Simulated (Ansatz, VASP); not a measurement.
WS2: VASP beside Ansatz

```
W S
1.0
     3.15989    0.00000    0.00000
     0.00000    5.47308    0.00000
     0.00000    0.00000   16.93985
W S
2 4
Cartesian
  0.0000 1.8244 0.0000
  1.5799 4.5609 0.0000
  1.5799 0.9122 15.3638
  0.0000 3.6487 15.3638
  1.5799 0.9122 1.5760
  0.0000 3.6487 1.5760
```

Alike in both runs: task single point; functional PBE; dispersion D3(BJ); k mesh 8 × 6 × 2; occupations gaussian, width 0.05 eV; no spin polarisation.

```csv
,VASP,Ansatz
version,VASP 6.6.1,Ansatz 0.2.0
potentials or method,"VASP PAW PBE potentials, release 64 (W_sv, S), cutoff 520 eV","scalar-relativistic, plane waves, PAW"
valence electrons in the cell,52,52
```

VASP gave:

```
gap on the k mesh at the Fermi level (eV) : 2.07
least direct gap on the mesh (eV)         : 2.07
```

Q: Estimate Ansatz's values.

A: gap on the k mesh at the Fermi level (eV): 2.06; least direct gap on the mesh (eV): 2.06.

Ansatz's warnings: xc potential rough in thin density.

Neither program's run includes spin-orbit coupling.
